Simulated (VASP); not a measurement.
# Ag (Fm-3m) in VASP: notebook

Runs on Ag. Level: PBE. Tasks: single point, relaxation of cell and atoms.

All numbers are computed with VASP 6.6.1; they aren't measurements. Logs are shortened: lines on timing, memory, paths and dates and some standing lists are left out, and cuts for length are marked.

## 1. The cell of the first run

It takes space group Fm-3m (No. 225, cubic). The conventional cell has a = 4.147 Å, b = 4.147 Å, c = 4.147 Å, α = 90.00°, β = 90.00°, γ = 90.00°. Within 3.9 Å of Ag (site symmetry m-3m) lie 12 Ag at 2.93 Å.

## 2. Single point, PBE

Contents of INCAR:

```
PREC     = Accurate       # precision mode
ENCUT    = 500            # plane-wave cutoff, eV
EDIFF    = 1E-6           # SCF threshold, eV
ISMEAR   = 0              # smearing method
SIGMA    = 0.1            # smearing width, eV
LREAL    = F              # projectors in reciprocal space
LASPH    = T              # aspherical terms in the spheres
NELM     = 120            # most SCF steps
ALGO     = Normal         # electronic algorithm
ISIF     = 2              # what is computed and relaxed
LWAVE    = F              # write WAVECAR
LCHARG   = T              # write CHGCAR
GGA      = PE             # functional
LELF     = T              # ELF
LVHAR    = T            
NBANDS   = 12             # bands
GGA_COMPAT= F
```

Contents of KPOINTS:

```
regular mesh
0
Gamma
  18 18 18
```

Contents of POSCAR:

```
Ag
1.0
    0.0000000000      2.0737480787      2.0737480787
    2.0737480787      0.0000000000      2.0737480787
    2.0737480787      2.0737480787      0.0000000000
Ag
1
Direct
    0.0000000000      0.0000000000      0.0000000000
```

Potentials or basis: VASP PAW PBE potentials, release 64 (Ag).

Run with:

```console
$ cat potpaw_PBE.64/Ag/POTCAR > POTCAR
$ mpirun -np 1 vasp_std > vasp.out
```

OUTCAR:

```text
PREC = Accurate
   ENCUT = 500
   EDIFF = 1E-6
   ISMEAR = 0
   LREAL = F
   LASPH = T
   NELM = 120
   ISIF = 2
   GGA = PE

 ion  position               nearest neighbor table
   1  0.000  0.000  0.000-

  LATTYP: Found a face centered cubic cell.
 ALAT       =     4.1474961574

  Lattice vectors:

 A1 = (   0.0000000000,   2.0737480787,   2.0737480787)
 A2 = (   2.0737480787,   0.0000000000,   2.0737480787)
 A3 = (   2.0737480787,   2.0737480787,   0.0000000000)

Analysis of symmetry for initial positions (statically):
=====================================================================
 Subroutine PRICEL returns:
 Original cell was already a primitive cell.

 Routine SETGRP: Setting up the symmetry group for a
 face centered cubic supercell.

 Subroutine GETGRP returns: Found 48 space group operations
 (whereof 48 operations were pure point group operations)
 out of a pool of 48 trial point group operations.

The static configuration has the point symmetry O_h .

Analysis of symmetry for dynamics (positions and initial velocities):
=====================================================================
 Subroutine PRICEL returns:
 Original cell was already a primitive cell.

 Routine SETGRP: Setting up the symmetry group for a
 face centered cubic supercell.

 Subroutine GETGRP returns: Found 48 space group operations
 (whereof 48 operations were pure point group operations)
 out of a pool of 48 trial point group operations.

The dynamic configuration has the point symmetry O_h .

 Subroutine INISYM returns: Found 48 space group operations
 (whereof 48 operations are pure point group operations),
 and found     1 'primitive' translations

----------------------------------------------------------------------------------------

                                     Primitive cell

  volume of cell :      17.8360

  direct lattice vectors                    reciprocal lattice vectors
     0.000000000  2.073748079  2.073748079    -0.241109325  0.241109325  0.241109325
     2.073748079  0.000000000  2.073748079     0.241109325 -0.241109325  0.241109325
     2.073748079  2.073748079  0.000000000     0.241109325  0.241109325 -0.241109325

  length of vectors
     2.932722658  2.932722658  2.932722658     0.417613602  0.417613602  0.417613602

  position of ions in fractional coordinates (direct lattice)
     0.000000000  0.000000000  0.000000000

  ion indices of the primitive-cell ions
[... 81 lines left out ...]
   ISYM   =      2    0-nonsym 1-usesym 2-fastsym
   POTIM  = 0.5000    time-step for ionic-motion
   TEBEG  =    0.0;   TEEND  =   0.0 temperature during run
   PSTRESS=    0.0 pullay stress
   NELECT =      11.0000    total number of electrons
   NUPDOWN=      -1.0000    fix difference up-down
   EMIN   =  10.00;   EMAX   =-10.00  energy-range for DOS
   EFERMI =   0.00;   METHOD = LEGACY
   ISMEAR =     0;   SIGMA  =   0.10  broadening in eV -4-tet -1-fermi 0-gaus
   EFERMI_NEDOS =   21; number of points for ismear=-14 and -15
   IALGO  =     38    algorithm
   IMIX   =      4    mixing-type and parameters
     AMIX     =   0.40;   BMIX     =  1.00
     AMIX_MAG =   1.60;   BMIX_MAG =  1.00
  volume/ion in A,a.u.               =      17.84       120.36
  Fermi-wavevector in a.u.,A,eV,Ry     =   1.393498  2.633330 26.420298  1.941837
  Thomas-Fermi vector in A             =   2.517138
   LORBIT       =      0    0 simple, 1 ext, 2 COOP (PROOUT), +10 PAW based schemes
   GGA     = PE    functional components
   LHFCALC =     F    Hartree Fock is set to
   AEXX    =    0.0000 exact exchange contribution
   IVDW    =     0    specifies the selected vdW correction
   LEPSILON=     F    determine dielectric tensor
   LRPA    =     F    only Hartree local field effects (RPA)
 non-spin polarized calculation
 Gauss-broadening in eV      SIGMA  =   0.10
  energy-cutoff  :      500.00
  volume of cell :       17.84
 maximum number of plane-waves:       467
 NGX is ok and might be reduce to    24
   NGX = 11   NGY = 11   NGZ = 11

 number of electron      11.0000000 magnetization

 Free energy of the ion-electron system (eV)
  ---------------------------------------------------
  ext. energy  EPLUGINS =         0.00000000
  ---------------------------------------------------
  free energy    TOTEN  =        -2.72084786 eV

  energy without entropy =       -2.71976167  energy(sigma->0) =       -2.72030476

 E-fermi :   7.7884     XC(G=0): -11.9429

 val. band max:        7.7579028779   @ k =   0.5000   0.1667   0.0556
 cond. band min:       7.8977939272   @ k =   0.5000   0.3333   0.1111
 fundamental gap:      0.1398910493
 Fermi energy:         7.7884152848

 k-point     1 :       0.0000    0.0000    0.0000
  band No.  band energies     occupation
      1       0.3770      2.00000
      2       3.1712      2.00000
      3       3.1712      2.00000
      4       3.1712      2.00000
      5       4.1253      2.00000
      6       4.1253      2.00000
      7      23.7396      0.00000
      8      27.0513      0.00000
      9      27.0513      0.00000
     10      27.0513      0.00000
     11      31.7513      0.00000
     12      32.6128      0.00000
[... 331 lines left out ...]
 k-point    24 :      -0.2222    0.0556    0.0000
  band No.  band energies     occupation
      1       1.7371      2.00000
      2       3.1962      2.00000
      3       3.3984      2.00000
      4       3.4254      2.00000
      5       4.0844      2.00000
      6       4.4270      2.00000
      7      19.0405      0.00000
      8      23.7958      0.00000
      9      26.0079      0.00000
     10      28.4060      0.00000
     11      29.1591      0.00000
     12      30.0640      0.00000

 [... further k-points ...]

------------------------ aborting loop because EDIFF is reached ----------------------------------------

  FORCE on cell =-STRESS in cart. coord.  units (eV):
  Direction    XX          YY          ZZ          XY          YZ          ZX
  --------------------------------------------------------------------------------------
  -------------------------------------------------------------------------------------
  Total       -0.0098652     -0.0098652     -0.0098652     -0.0000000     -0.0000000     -0.0000000
  in kB       -0.8861733     -0.8861733     -0.8861733     -0.0000000     -0.0000000     -0.0000000
  external PRESSURE =      -0.8861733 kB  Pullay stress =       0.0000000 kB

 VOLUME and BASIS-vectors are now :
 -----------------------------------------------------------------------------
  energy-cutoff  :      500.00
  volume of cell :       17.84
      direct lattice vectors                 reciprocal lattice vectors
     0.000000000  2.073748079  2.073748079    -0.241109325  0.241109325  0.241109325
     2.073748079  0.000000000  2.073748079     0.241109325 -0.241109325  0.241109325
     2.073748079  2.073748079  0.000000000     0.241109325  0.241109325 -0.241109325

 POSITION                                       TOTAL-FORCE (eV/Angst)
 -----------------------------------------------------------------------------------
      0.00000      0.00000      0.00000         0.000000      0.000000      0.000000
 -----------------------------------------------------------------------------------
    total drift:                               -0.000000      0.000000     -0.000000

  FREE ENERGIE OF THE ION-ELECTRON SYSTEM (eV)
  ---------------------------------------------------
  free  energy   TOTEN  =        -2.7208478574 eV

  energy  without entropy=       -2.7197616716  energy(sigma->0) =       -2.72030476
```

OSZICAR:

```text
N       E                     dE             d eps       ncg     rms          rms(c)
DAV:   1     0.507278446787E+02    0.50728E+02   -0.52935E+03  4728   0.794E+02
DAV:   2    -0.217536094143E+01   -0.52903E+02   -0.49935E+02  5448   0.189E+02
DAV:   3    -0.295907528751E+01   -0.78371E+00   -0.78334E+00  5512   0.244E+01
DAV:   4    -0.296156639584E+01   -0.24911E-02   -0.24910E-02  5456   0.145E+00
DAV:   5    -0.296158720548E+01   -0.20810E-04   -0.20810E-04  5596   0.118E-01    0.464E+00
DAV:   6    -0.272995959124E+01    0.23163E+00   -0.93685E-01  5036   0.860E+00    0.307E+00
DAV:   7    -0.272332443808E+01    0.66352E-02   -0.82100E-03  5444   0.860E-01    0.176E+00
DAV:   8    -0.272083541997E+01    0.24890E-02   -0.70171E-04  5256   0.203E-01    0.835E-02
DAV:   9    -0.272084259504E+01   -0.71751E-05   -0.85813E-06  5500   0.214E-02    0.256E-02
DAV:  10    -0.272084827447E+01   -0.56794E-05   -0.42600E-06  5340   0.195E-02    0.526E-03
DAV:  11    -0.272084785740E+01    0.41708E-06   -0.84683E-08  2880   0.244E-03
   1 F= -.27208479E+01 E0= -.27203048E+01  d E =-.108619E-02
```

stdout:

```text
POSCAR found type information on POSCAR Ag
 POSCAR found :  1 types and       1 ions
 scaLAPACK will be used
 LDA part: xc-table for (Slater+PW92), standard interpolation
 POSCAR, INCAR and KPOINTS ok, starting setup
 FFT: planning ... GRIDC
 FFT: planning ... GRID_SOFT
 FFT: planning ... GRID
 WAVECAR not read
 entering main loop
```

Wall time 15 s (1 thread of Intel Xeon Platinum 8488C (Sapphire Rapids), shared host); peak memory 0.16 GiB.

Results:

| Quantity | Value |
| --- | --- |
| Free energy | -2.7208 eV |
| Pressure | -0.1 GPa |

## 3. Relaxation of cell and atoms, PBE

This run uses another cell than the first one, of 18.05 Å³/atom, 1.012 times its volume.

Contents of INCAR:

```
SYSTEM = Ag
PREC     = Accurate       ! precision mode
ENCUT    = 500            ! plane-wave cutoff, eV
EDIFF    = 1E-7           ! SCF threshold, eV
ISMEAR   = 0              ! smearing method
SIGMA    = 0.1            ! smearing width, eV
LREAL    = .FALSE.        ! projectors in reciprocal space
LASPH    = .TRUE.         ! aspherical terms in the spheres
NELM     = 120            ! most SCF steps
ALGO     = Normal         ! electronic algorithm
ISIF     = 3              ! what is computed and relaxed
LWAVE    = .FALSE.        ! write WAVECAR
LCHARG   = .FALSE.        ! write CHGCAR
GGA      = PE             ! functional
IBRION   = 2              ! ionic algorithm
NSW      = 50             ! ionic steps
EDIFFG   = -0.003         ! ionic threshold
GGA_COMPAT= .FALSE.      
NELMIN   = 4
```

Contents of KPOINTS:

```
regular mesh
0
G
  18 18 18
  0 0 0
```

Contents of POSCAR:

```
Ag
1.0
    0.0000000000      2.0820904717      2.0820904717
    2.0820904717      0.0000000000      2.0820904717
    2.0820904717      2.0820904717      0.0000000000
Ag
1
Direct
    0.0000000000      0.0000000000      0.0000000000
```

Potentials or basis: VASP PAW PBE potentials, release 64 (Ag).

Run with:

```console
$ cat potpaw_PBE.64/Ag/POTCAR > POTCAR
$ mpirun -np 1 vasp_std > vasp.out
```

It took 26 s on 1 thread of Intel Xeon Platinum 8488C (Sapphire Rapids), shared host; peak memory 0.17 GiB.

The run converged. Its results:

- Free energy: -2.7209 eV
- Relaxed volume: 17.82 Å³/atom
- Relaxed cell: a = 2.932 Å, b = 2.932 Å, c = 2.932 Å, α = 60.00°, β = 60.00°, γ = 60.00°
- Space group after relaxing (to 0.05 Å): Fm-3m (No. 225)
- Energy gained by relaxing: 0.9 meV/atom
- Ionic steps: 3
- Pressure after relaxing: 0.0 GPa

The path:
```csv
step,energy change (eV),largest force (eV/Å),pressure (GPa),volume (Å³)
1,0.0000,0.0000,-1.14,18.05
2,-0.0007,0.0000,0.51,17.72
3,-0.0009,0.0000,0.00,17.82
```

Final structure:
```cif
data_structure
_symmetry_space_group_name_H-M 'P 1'
_symmetry_Int_Tables_number 1
_cell_length_a 2.9316
_cell_length_b 2.9316
_cell_length_c 2.9316
_cell_angle_alpha 60.000
_cell_angle_beta 60.000
_cell_angle_gamma 60.000
_cell_volume 17.82
loop_
_atom_site_label
_atom_site_type_symbol
_atom_site_fract_x
_atom_site_fract_y
_atom_site_fract_z
_atom_site_occupancy
Ag1 Ag 0.00000 0.00000 0.00000 1
```

Levels at points of the mesh, in eV from the Fermi level:
| k point | band 2 | band 3 | band 4 | band 5 | band 6 | band 7 | band 8 | band 9 |
| --- | --- | --- | --- | --- | --- | --- | --- | --- |
| (0.00, 0.00, 0.00) | -4.62 | -4.62 | -4.62 | -3.66 | -3.66 | 15.95 | 19.27 | 19.27 |
| (0.50, 0.00, 0.00) | -4.64 | -4.64 | -2.93 | -2.93 | -0.25 | 3.40 | 15.18 | 17.45 |
| (0.50, 0.50, 0.00) | -6.01 | -2.96 | -2.74 | -2.74 | 1.68 | 6.44 | 10.47 | 10.47 |
